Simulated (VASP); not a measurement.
# Ir (P6_3/mmc) in VASP: further runs

The runs below take Ir through single point, with PBEsol.

All numbers are computed with VASP 6.6.1; they aren't measurements. Logs are shortened: lines on timing, memory, paths and dates and some standing lists are left out, and cuts for length are marked.

**1. The cell of the first run**

It takes space group P6_3/mmc (No. 194, hexagonal). Conventional cell: a = 2.710 Å, b = 2.710 Å, c = 4.395 Å, α = 90.00°, β = 90.00°, γ = 120.00°. Within 3.6 Å of Ir (site symmetry -6m2) lie 12 Ir at 2.70 to 2.71 Å.

**2. Single point, PBEsol (strain -0.015 along x and y, -0.015 along z)**

Contents of INCAR:

```
SYSTEM = Ir
PREC = Accurate
ENCUT = 500
EDIFF = 1E-6
ISMEAR = 0
SIGMA = 0.15
LREAL = .FALSE.
LASPH = .TRUE.
NELM = 120
ALGO = Normal
ISIF = 2
LWAVE = .FALSE.
LCHARG = .TRUE.
GGA = PS
LELF = .TRUE.
LVHAR = .TRUE.
NBANDS = 24
GGA_COMPAT = .FALSE.
```

Contents of KPOINTS:

```
Automatic mesh
0
G
  18 18 12
  0 0 0
```

Contents of POSCAR:

```
Ir
1.0
    2.7101072262      0.0000000000      0.0000000000
   -1.3550536131      2.3470217048      0.0000000000
    0.0000000000      0.0000000000      4.3953556500
Ir
2
Direct
    0.6666666667      0.3333333333      0.7500000000
    0.3333333333      0.6666666667      0.2500000000
```

Potentials or basis: VASP PAW PBE potentials, release 64 (Ir_sv_GW).

The run is started by

```bash
$ cat potpaw_PBE.64/Ir_sv_GW/POTCAR > POTCAR
$ mpirun -np 1 vasp_std > vasp.out
```

OUTCAR:

```text
SYSTEM = Ir
   PREC = Accurate
   ENCUT = 500
   EDIFF = 1E-6
   ISMEAR = 0
   LREAL = .FALSE.
   LASPH = .TRUE.
   NELM = 120
   ISIF = 2
   GGA = PS

 ion  position               nearest neighbor table
   1  0.667  0.333  0.750-   2 2.70   2 2.70   2 2.70   2 2.70   2 2.70   2 2.70
   2  0.333  0.667  0.250-   1 2.70   1 2.70   1 2.70   1 2.70   1 2.70   1 2.70

  LATTYP: Found a hexagonal cell.
 ALAT       =     2.7101072262
 C/A-ratio  =     1.6218382828

  Lattice vectors:

 A1 = (   2.7101072262,   0.0000000000,   0.0000000000)
 A2 = (  -1.3550536131,   2.3470217048,   0.0000000000)
 A3 = (   0.0000000000,   0.0000000000,   4.3953556500)

Analysis of symmetry for initial positions (statically):
=====================================================================
 Subroutine PRICEL returns:
 Original cell was already a primitive cell.

 Routine SETGRP: Setting up the symmetry group for a
 hexagonal supercell.

 Subroutine GETGRP returns: Found 24 space group operations
 (whereof 12 operations were pure point group operations)
 out of a pool of 24 trial point group operations.

The static configuration has the point symmetry D_3d.
 The point group associated with its full space group is D_6h.

Analysis of symmetry for dynamics (positions and initial velocities):
=====================================================================
 Subroutine PRICEL returns:
 Original cell was already a primitive cell.

 Routine SETGRP: Setting up the symmetry group for a
 hexagonal supercell.

 Subroutine GETGRP returns: Found 24 space group operations
 (whereof 12 operations were pure point group operations)
 out of a pool of 24 trial point group operations.

The dynamic configuration has the point symmetry D_3d.
 The point group associated with its full space group is D_6h.

 Subroutine INISYM returns: Found 24 space group operations
 (whereof 12 operations are pure point group operations),
 and found     1 'primitive' translations

----------------------------------------------------------------------------------------

                                     Primitive cell

  volume of cell :      27.9575

  direct lattice vectors                    reciprocal lattice vectors
     2.710107226  0.000000000  0.000000000     0.368989090  0.213035951  0.000000000
    -1.355053613  2.347021705  0.000000000     0.000000000  0.426071901  0.000000000
     0.000000000  0.000000000  4.395355650     0.000000000  0.000000000  0.227512875

  length of vectors
[... 80 lines left out ...]
   ENCUT  =  500.0 eV  36.75 Ry    6.06 a.u.   4.94  4.94  8.01*2*pi/ulx,y,z
   NELM   =    120;   NELMIN=  2; NELMDL= -5     # of ELM steps
   EDIFF  = 0.1E-05   stopping-criterion for ELM
   LREAL  =      F    real-space projection
   EDIFFG = 0.1E-04   stopping-criterion for IOM
   NSW    =      0    number of steps for IOM
   IBRION =     -1    ionic relax: 0-MD 1-quasi-New 2-CG
   NFREE  =      0    steps in history (QN), initial steepest desc. (CG)
   ISIF   =      2    stress and relaxation
   ISYM   =      2    0-nonsym 1-usesym 2-fastsym
   POTIM  = 0.5000    time-step for ionic-motion
   TEBEG  =    0.0;   TEEND  =   0.0 temperature during run
   PSTRESS=    0.0 pullay stress
   NELECT =      34.0000    total number of electrons
   NUPDOWN=      -1.0000    fix difference up-down
   EMIN   =  10.00;   EMAX   =-10.00  energy-range for DOS
   EFERMI =   0.00;   METHOD = LEGACY
   ISMEAR =     0;   SIGMA  =   0.15  broadening in eV -4-tet -1-fermi 0-gaus
   EFERMI_NEDOS =   21; number of points for ismear=-14 and -15
   IALGO  =     38    algorithm
   IMIX   =      4    mixing-type and parameters
     AMIX     =   0.40;   BMIX     =  1.00
     AMIX_MAG =   1.60;   BMIX_MAG =  1.00
  volume/ion in A,a.u.               =      13.98        94.33
  Fermi-wavevector in a.u.,A,eV,Ry     =   1.747439  3.302180 41.545959  3.053542
  Thomas-Fermi vector in A             =   2.818739
   LORBIT       =      0    0 simple, 1 ext, 2 COOP (PROOUT), +10 PAW based schemes
   GGA     = PS    functional components
   LHFCALC =     F    Hartree Fock is set to
   AEXX    =    0.0000 exact exchange contribution
   IVDW    =     0    specifies the selected vdW correction
   LEPSILON=     F    determine dielectric tensor
   LRPA    =     F    only Hartree local field effects (RPA)
 non-spin polarized calculation
 Gauss-broadening in eV      SIGMA  =   0.15
  energy-cutoff  :      500.00
  volume of cell :       27.96
 maximum number of plane-waves:       738
 NGX is ok and might be reduce to    20
   NGX =  9   NGY =  9   NGZ = 17

 number of electron      34.0000000 magnetization

 Free energy of the ion-electron system (eV)
  ---------------------------------------------------
  ext. energy  EPLUGINS =         0.00000000
  ---------------------------------------------------
  free energy    TOTEN  =       -20.64469652 eV

  energy without entropy =      -20.62098877  energy(sigma->0) =      -20.63284264

 E-fermi :  13.1090     XC(G=0): -14.7823

 val. band max:       13.1071809949   @ k =   0.3889   0.0000   0.0000
 cond. band min:      13.1107373836   @ k =   0.5000   0.0000   0.3333
 fundamental gap:      0.0035563886
 Fermi energy:        13.1090497069

 k-point     1 :       0.0000    0.0000    0.0000
  band No.  band energies     occupation
      1     -80.0407      2.00000
      2     -79.9699      2.00000
      3     -37.2822      2.00000
      4     -36.5553      2.00000
      5     -36.5553      2.00000
      6     -36.4449      2.00000
[... 637 lines left out ...]
     23      23.7631      0.00000
     24      26.4140      0.00000

 [... further k-points ...]

------------------------ aborting loop because EDIFF is reached ----------------------------------------

  FORCE on cell =-STRESS in cart. coord.  units (eV):
  Direction    XX          YY          ZZ          XY          YZ          ZX
  --------------------------------------------------------------------------------------
  -------------------------------------------------------------------------------------
  Total        0.0887046      0.0887046      0.1113868     -0.0000000      0.0000000      0.0000000
  in kB        5.0834569      5.0834569      6.3833235     -0.0000000      0.0000000      0.0000000
  external PRESSURE =       5.5167458 kB  Pullay stress =       0.0000000 kB

 VOLUME and BASIS-vectors are now :
 -----------------------------------------------------------------------------
  energy-cutoff  :      500.00
  volume of cell :       27.96
      direct lattice vectors                 reciprocal lattice vectors
     2.710107226  0.000000000  0.000000000     0.368989090  0.213035951  0.000000000
    -1.355053613  2.347021705  0.000000000     0.000000000  0.426071901  0.000000000
     0.000000000  0.000000000  4.395355650     0.000000000  0.000000000  0.227512875

 POSITION                                       TOTAL-FORCE (eV/Angst)
 -----------------------------------------------------------------------------------
      1.35505      0.78234      3.29652         0.000000      0.000000      0.000000
     -0.00000      1.56468      1.09884        -0.000000      0.000000      0.000000
 -----------------------------------------------------------------------------------
    total drift:                                0.000000     -0.000000      0.000000

  FREE ENERGIE OF THE ION-ELECTRON SYSTEM (eV)
  ---------------------------------------------------
  free  energy   TOTEN  =       -20.6446965177 eV

  energy  without entropy=      -20.6209887697  energy(sigma->0) =      -20.63284264
```

It took 2.5 min on 1 thread of Intel Xeon Platinum 8375C at 2.90GHz (Ice Lake), shared host; peak memory 0.25 GiB.

Results:

```
Free energy            : -20.6447 eV
Pressure               : 0.6 GPa
Band gap on the k mesh : zero (band 17 reaches 14.12 eV, above the bottom of band 18 at 10.68 eV)
```

Caveat: the cell differs from its parent crystal (strain -0.015 along x and y, -0.015 along z); the PAW data sets were made with another functional, which shifts forces and pressure a little; spin-orbit coupling is left out, which moves the levels of the heavy elements.

**3. Single point, PBEsol (strain +0.000 along x and y, -0.030 along z)**

Edit INCAR of step 2 so:

```diff
@@ -12,6 +12,4 @@
 LWAVE = .FALSE.
-LCHARG = .TRUE.
+LCHARG = .FALSE.
 GGA = PS
-LELF = .TRUE.
-LVHAR = .TRUE.
 NBANDS = 24
```

Contents of KPOINTS:

```
regular mesh
0
G
  18 18 12
  0 0 0
```

Contents of POSCAR:

```
Ir
1.0
    2.7513778946      0.0000000000      0.0000000000
   -1.3756889473      2.3827631521      0.0000000000
    0.0000000000      0.0000000000      4.3284213000
Ir
2
Direct
    0.6666666667      0.3333333333      0.7500000000
    0.3333333333      0.6666666667      0.2500000000
```

Potentials or basis: VASP PAW PBE potentials, release 64 (Ir_sv_GW).

The run is started by

```bash
$ cat potpaw_PBE.64/Ir_sv_GW/POTCAR > POTCAR
$ mpirun -np 1 vasp_std > vasp.out
```

Wall time 88 s (1 thread of AMD EPYC 7R13 (Zen 3), shared host); peak memory 0.21 GiB.

Results (log left out):

| Property | Result |
| --- | --- |
| Free energy | -20.6251 eV |
| Pressure | -4.5 GPa |
| Band gap on the k mesh | zero (band 17 reaches 13.81 eV, above the bottom of band 18 at 10.45 eV) |

Stress tensor (GPa, compression positive):
```
-8.50  0.00  0.00
 0.00 -8.50  0.00
 0.00  0.00  3.38
```

Levels at points of the mesh, in eV from the Fermi level:
```csv
k point,band 14,band 15,band 16,band 17,band 18,band 19,band 20,band 21
"(0.00, 0.00, 0.00)",-3.18,-3.18,-2.69,-2.69,-0.59,0.22,0.22,7.39
"(0.50, 0.00, 0.00)",-3.45,-2.85,0.47,0.96,1.09,2.82,4.21,8.16
"(0.00, 0.00, 0.50)",-4.12,-4.12,-4.12,-0.50,-0.50,-0.50,-0.50,13.07
"(0.50, 0.00, 0.50)",-2.32,-1.07,-1.07,0.77,0.77,1.95,1.95,7.49
```

Caveat: the cell differs from its parent crystal (strain +0.000 along x and y, -0.030 along z); the PAW data sets were made with another functional, which shifts forces and pressure a little; spin-orbit coupling is left out, which moves the levels of the heavy elements.
